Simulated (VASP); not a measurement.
# Nb3Tl (Pm-3n) in VASP: single point with PBE

Aim: the single point of Nb3Tl with PBE.

Program: VASP 6.6.1. These are calculated values, not measurements. Logs are shortened: lines on timing, memory, paths and dates and some standing lists are left out, and cuts for length are marked.

### Step 1. The cell of the first run

Symmetry: Pm-3n, No. 223, cubic system. Conventional cell: a = 5.294 Å, b = 5.294 Å, c = 5.294 Å, α = 90.00°, β = 90.00°, γ = 90.00°. Nb (site symmetry -4m2) has 10 Nb at 2.65 to 3.24 Å and 4 Tl at 2.96 Å within 3.5 Å. Tl (site symmetry m-3) has 12 Nb at 2.96 Å within 3.9 Å.

### Step 2. Single point, PBE

Contents of POSCAR:

```
Nb3Tl
1.0
    5.2935690000      0.0000000000      0.0000000000
    0.0000000000      5.2935690000      0.0000000000
    0.0000000000      0.0000000000      5.2935690000
Nb Tl
6 2
Direct
    0.2500000000      0.0000000000      0.5000000000
    0.5000000000      0.7500000000      0.0000000000
    0.7500000000      0.0000000000      0.5000000000
    0.5000000000      0.2500000000      0.0000000000
    0.0000000000      0.5000000000      0.7500000000
    0.0000000000      0.5000000000      0.2500000000
    0.0000000000      0.0000000000      0.0000000000
    0.5000000000      0.5000000000      0.5000000000
```

Contents of INCAR.step1:

```
ALGO = Normal
EDIFF = 1E-6
ENCUT = 520
GGA = PE
ISIF = 2
ISMEAR = -1
LASPH = T
LCHARG = T
LMAXMIX = 4
LREAL = F
LWAVE = F
NBANDS = 62
NELM = 80
PREC = Accurate
SIGMA = 0.1
```

Contents of KPOINTS.step1:

```
k-points
0
Gamma
  7 7 7
```

Contents of INCAR.step2:

```
ALGO = Normal
EDIFF = 1E-6
ENCUT = 520
GGA = PE
ICHARG = 11
ISIF = 2
ISMEAR = -5
LASPH = T
LCHARG = F
LMAXMIX = 4
LORBIT = 10
LREAL = F
LWAVE = F
NEDOS = 2001
NELM = 80
PREC = Accurate
SIGMA = 0.1
```

Contents of KPOINTS.step2:

```
k-points
0
Gamma
  11 11 11
```

Potentials or basis: VASP PAW PBE potentials, release 64 (Nb_sv, Tl_d).

The run is started by

```sh
> cat potpaw_PBE.64/Nb_sv/POTCAR potpaw_PBE.64/Tl_d/POTCAR > POTCAR
> cp INCAR.step1 INCAR
> cp KPOINTS.step1 KPOINTS
> mpirun -np 1 vasp_std > vasp.out
> cp INCAR.step2 INCAR
> cp KPOINTS.step2 KPOINTS
> mpirun -np 1 vasp_std > vasp.out
```

OUTCAR:

```text
EDIFF = 1E-6
   ENCUT = 520
   GGA = PE
   ICHARG = 11
   ISIF = 2
   ISMEAR = -5
   LASPH = T
   LORBIT = 10
   LREAL = F
   NELM = 80
   PREC = Accurate

 ion  position               nearest neighbor table
   1  0.250  0.000  0.500-   3 2.65   3 2.65   8 2.96   7 2.96   8 2.96   7 2.96
   2  0.500  0.750  0.000-   4 2.65   4 2.65   8 2.96   8 2.96   7 2.96   7 2.96
   3  0.750  0.000  0.500-   1 2.65   1 2.65   8 2.96   7 2.96   8 2.96   7 2.96
   4  0.500  0.250  0.000-   2 2.65   2 2.65   8 2.96   8 2.96   7 2.96   7 2.96
   5  0.000  0.500  0.750-   6 2.65   6 2.65   8 2.96   7 2.96   7 2.96   8 2.96
   6  0.000  0.500  0.250-   5 2.65   5 2.65   8 2.96   7 2.96   7 2.96   8 2.96
   7  0.000  0.000  0.000-   1 2.96   2 2.96   3 2.96   4 2.96   5 2.96   6 2.96   1 2.96   3 2.96
                             5 2.96   6 2.96   2 2.96   4 2.96
   8  0.500  0.500  0.500-   1 2.96   2 2.96   3 2.96   4 2.96   5 2.96   6 2.96   2 2.96   4 2.96
                             1 2.96   3 2.96   5 2.96   6 2.96

  LATTYP: Found a simple cubic cell.
 ALAT       =     5.2935690000

  Lattice vectors:

 A1 = (   5.2935690000,   0.0000000000,   0.0000000000)
 A2 = (   0.0000000000,   5.2935690000,   0.0000000000)
 A3 = (   0.0000000000,   0.0000000000,   5.2935690000)

Analysis of symmetry for initial positions (statically):
=====================================================================
 Subroutine PRICEL returns:
 Original cell was already a primitive cell.

 Routine SETGRP: Setting up the symmetry group for a
 simple cubic supercell.

 Subroutine GETGRP returns: Found 48 space group operations
 (whereof 24 operations were pure point group operations)
 out of a pool of 48 trial point group operations.

The static configuration has the point symmetry T_h .
 The point group associated with its full space group is O_h .

Analysis of symmetry for dynamics (positions and initial velocities):
=====================================================================
 Subroutine PRICEL returns:
 Original cell was already a primitive cell.

 Routine SETGRP: Setting up the symmetry group for a
 simple cubic supercell.

 Subroutine GETGRP returns: Found 48 space group operations
 (whereof 24 operations were pure point group operations)
 out of a pool of 48 trial point group operations.

The dynamic configuration has the point symmetry T_h .
 The point group associated with its full space group is O_h .

 Subroutine INISYM returns: Found 48 space group operations
 (whereof 24 operations are pure point group operations),
 and found     1 'primitive' translations

----------------------------------------------------------------------------------------

                                     Primitive cell

  volume of cell :     148.3357

  direct lattice vectors                    reciprocal lattice vectors
     5.293569000  0.000000000  0.000000000     0.188908466  0.000000000  0.000000000
     0.000000000  5.293569000  0.000000000     0.000000000  0.188908466  0.000000000
     0.000000000  0.000000000  5.293569000     0.000000000  0.000000000  0.188908466

  length of vectors
     5.293569000  5.293569000  5.293569000     0.188908466  0.188908466  0.188908466

  position of ions in fractional coordinates (direct lattice)
     0.250000000  0.000000000  0.500000000
     0.500000000  0.750000000  0.000000000
     0.750000000  0.000000000  0.500000000
     0.500000000  0.250000000  0.000000000
     0.000000000  0.500000000  0.750000000
     0.000000000  0.500000000  0.250000000
     0.000000000  0.000000000  0.000000000
     0.500000000  0.500000000  0.500000000

  ion indices of the primitive-cell ions
   primitive index   ion index
                 1           1
                 2           2
                 3           3
                 4           4
                 5           5
                 6           6
                 7           7
                 8           8

----------------------------------------------------------------------------------------

 KPOINTS: k-points

Automatic generation of k-mesh.
 Grid dimensions read from file:
 generate k-points for:   11   11   11

 Generating k-lattice:

  Cartesian coordinates                     Fractional coordinates (reciprocal lattice)
     0.017173497  0.000000000  0.000000000     0.090909091  0.000000000  0.000000000
     0.000000000  0.017173497  0.000000000     0.000000000  0.090909091  0.000000000
     0.000000000  0.000000000  0.017173497     0.000000000  0.000000000  0.090909091

  Length of vectors
     0.017173497  0.017173497  0.017173497

  Shift w.r.t. Gamma in fractional coordinates (k-lattice)
     0.000000000  0.000000000  0.000000000

 TETIRR: Found    651 inequivalent tetrahedra from     7986

 Subroutine IBZKPT returns following result:
 ===========================================

 Found     56 irreducible k-points:

 Following reciprocal coordinates:
            Coordinates               Weight
  0.000000  0.000000  0.000000      1.000000
  0.090909  0.000000  0.000000      6.000000
  0.181818  0.000000  0.000000      6.000000
  0.272727  0.000000  0.000000      6.000000
  0.363636  0.000000  0.000000      6.000000
  0.454545  0.000000  0.000000      6.000000
[... 16 lines left out ...]
  0.181818  0.090909  0.090909     24.000000
  0.272727  0.090909  0.090909     24.000000
 [... further k-points ...]
   k-points           NKPTS =     56   k-points in BZ     NKDIM =     56   number of bands    NBANDS=     62
   number of dos      NEDOS =   2001   number of ions     NIONS =      8
   total plane-waves  NPLWV =  64000
   dimension x,y,z NGX =    40 NGY =   40 NGZ =   40
   dimension x,y,z NGXF=    80 NGYF=   80 NGZF=   80
   ions per type =               6   2
   NGX,Y,Z   is equivalent  to a cutoff of  12.56, 12.56, 12.56 a.u.
   NGXF,Y,Z  is equivalent  to a cutoff of  25.12, 25.12, 25.12 a.u.
 SYSTEM =  unknown system
   PREC   = accura    normal or accurate (medium, high low for compatibility)
   ISTART =      0    job   : 0-new  1-cont  2-samecut
   ICHARG =     11    charge: 1-file 2-atom 10-const
   ISPIN  =      1    spin polarized calculation?
   LNONCOLLINEAR =      F non collinear calculations
   LSORBIT =      F    spin-orbit coupling
   LASPH  =      T    aspherical Exc in radial PAW
   ENCUT  =  520.0 eV  38.22 Ry    6.18 a.u.   9.84  9.84  9.84*2*pi/ulx,y,z
   NELM   =     80;   NELMIN=  2; NELMDL=  0     # of ELM steps
   EDIFF  = 0.1E-05   stopping-criterion for ELM
   LREAL  =      F    real-space projection
   EDIFFG = 0.1E-04   stopping-criterion for IOM
   NSW    =      0    number of steps for IOM
   IBRION =     -1    ionic relax: 0-MD 1-quasi-New 2-CG
   NFREE  =      0    steps in history (QN), initial steepest desc. (CG)
   ISIF   =      2    stress and relaxation
   ISYM   =      2    0-nonsym 1-usesym 2-fastsym
   POTIM  = 0.5000    time-step for ionic-motion
   TEBEG  =    0.0;   TEEND  =   0.0 temperature during run
   PSTRESS=    0.0 pullay stress
   NELECT =     104.0000    total number of electrons
   NUPDOWN=      -1.0000    fix difference up-down
   EMIN   =  10.00;   EMAX   =-10.00  energy-range for DOS
   EFERMI =   0.00;   METHOD = LEGACY
   ISMEAR =    -5;   SIGMA  =   0.10  broadening in eV -4-tet -1-fermi 0-gaus
   EFERMI_NEDOS =   21; number of points for ismear=-14 and -15
   IALGO  =     38    algorithm
   IMIX   =      4    mixing-type and parameters
     AMIX     =   0.40;   BMIX     =  1.00
     AMIX_MAG =   1.60;   BMIX_MAG =  1.00
  volume/ion in A,a.u.               =      18.54       125.13
  Fermi-wavevector in a.u.,A,eV,Ry     =   1.454356  2.748334 28.778378  2.115151
  Thomas-Fermi vector in A             =   2.571516
   LORBIT       =     10    0 simple, 1 ext, 2 COOP (PROOUT), +10 PAW based schemes
   GGA     = PE    functional components
   LHFCALC =     F    Hartree Fock is set to
   AEXX    =    0.0000 exact exchange contribution
   IVDW    =     0    specifies the selected vdW correction
   LEPSILON=     F    determine dielectric tensor
   LRPA    =     F    only Hartree local field effects (RPA)
 non-spin polarized calculation
 Fermi weights with tetrahedron method with Bloechl corrections
  energy-cutoff  :      520.00
  volume of cell :      148.34
 maximum number of plane-waves:      4010
 NGX is ok and might be reduce to    40

 number of electron     104.0000022 magnetization

 Free energy of the ion-electron system (eV)
  ---------------------------------------------------
  ext. energy  EPLUGINS =         0.00000000
  ---------------------------------------------------
  free energy    TOTEN  =       -64.04252759 eV

  energy without entropy =      -64.04252759  energy(sigma->0) =      -64.04252759

 E-fermi :  11.1693     XC(G=0): -12.4035

 val. band max:       11.1968910764   @ k =   0.4545   0.4545   0.0000
 cond. band min:      11.1235466408   @ k =   0.2727   0.2727   0.2727
 fundamental gap:     -0.0733444355
 Fermi energy:        11.1692742415

 k-point     1 :       0.0000    0.0000    0.0000
  band No.  band energies     occupation
      1     -43.5331      2.00000
      2     -43.4623      2.00000
      3     -43.4623      2.00000
      4     -43.2450      2.00000
      5     -43.2450      2.00000
      6     -43.2450      2.00000
[... 54 lines left out ...]
     61      14.9902      0.00000
     62      15.0093      0.00000

 k-point     2 :       0.0909    0.0000    0.0000
  band No.  band energies     occupation
      1     -43.5306      2.00000
      2     -43.4633      2.00000
      3     -43.4591      2.00000
      4     -43.2500      2.00000
      5     -43.2450      2.00000
      6     -43.2450      2.00000
[... 1419 lines left out ...]
     61      14.7081      0.00000
     62      14.7989      0.00000

 k-point    24 :       0.2727    0.0909    0.0909
  band No.  band energies     occupation
      1     -43.5093      2.00000
      2     -43.4670      2.00000
      3     -43.4324      2.00000
      4     -43.2867      2.00000
      5     -43.2503      2.00000
      6     -43.2497      2.00000
[... 54 lines left out ...]
     61      14.4752      0.00000
     62      14.5644      0.00000

 [... further k-points ...]
[... 5 lines left out ...]
  --------------------------------------------------------------------------------------
  -------------------------------------------------------------------------------------
  Total        3.9018519      3.9018519      3.9018519     -0.0000000     -0.0000000      0.0000000
  in kB       42.1439874     42.1439874     42.1439874     -0.0000000     -0.0000000      0.0000000
  external PRESSURE =      42.1439874 kB  Pullay stress =       0.0000000 kB

 VOLUME and BASIS-vectors are now :
 -----------------------------------------------------------------------------
  energy-cutoff  :      520.00
  volume of cell :      148.34
      direct lattice vectors                 reciprocal lattice vectors
     5.293569000  0.000000000  0.000000000     0.188908466  0.000000000  0.000000000
     0.000000000  5.293569000  0.000000000     0.000000000  0.188908466  0.000000000
     0.000000000  0.000000000  5.293569000     0.000000000  0.000000000  0.188908466

 POSITION                                       TOTAL-FORCE (eV/Angst)
 -----------------------------------------------------------------------------------
      1.32339      0.00000      2.64678         0.000000     -0.000000      0.000000
      2.64678      3.97018      0.00000         0.000000      0.000000      0.000000
      3.97018      0.00000      2.64678        -0.000000      0.000000      0.000000
      2.64678      1.32339      0.00000        -0.000000      0.000000     -0.000000
      0.00000      2.64678      3.97018        -0.000000      0.000000      0.000000
      0.00000      2.64678      1.32339         0.000000     -0.000000     -0.000000
      0.00000      0.00000      0.00000         0.000000      0.000000     -0.000000
      2.64678      2.64678      2.64678         0.000000      0.000000     -0.000000
 -----------------------------------------------------------------------------------
    total drift:                                0.000000     -0.000000      0.000000

  FREE ENERGIE OF THE ION-ELECTRON SYSTEM (eV)
  ---------------------------------------------------
  free  energy   TOTEN  =       -64.0425275881 eV

  energy  without entropy=      -64.0425275881  energy(sigma->0) =      -64.04252759

 total charge

# of ion       s       p       d       tot
------------------------------------------
    1        2.187   5.993   2.512  10.693
    2        2.187   5.993   2.512  10.693
    3        2.187   5.993   2.512  10.693
    4        2.187   5.993   2.512  10.693
    5        2.187   5.993   2.512  10.693
    6        2.187   5.993   2.512  10.693
    7        1.003   0.961   9.621  11.584
    8        1.003   0.961   9.621  11.584
--------------------------------------------------
tot         15.130  37.883  34.316  87.329
```

Wall time 4.3 min (1 thread of Intel Xeon 6975P-C (Granite Rapids), shared host); peak memory 0.49 GiB.

What came out:

* Valence electrons inside the program's atomic spheres: Nb 10.69; Tl 11.58

Levels at points of the mesh, in eV from the Fermi level:
| k point | band 50 | band 51 | band 52 | band 53 | band 54 | band 55 |
| --- | --- | --- | --- | --- | --- | --- |
| (0.00, 0.00, 0.00) | -0.29 | -0.29 | -0.29 | -0.06 | -0.06 | 2.27 |

Caveat: spin-orbit coupling is left out, which moves the levels of the heavy elements.
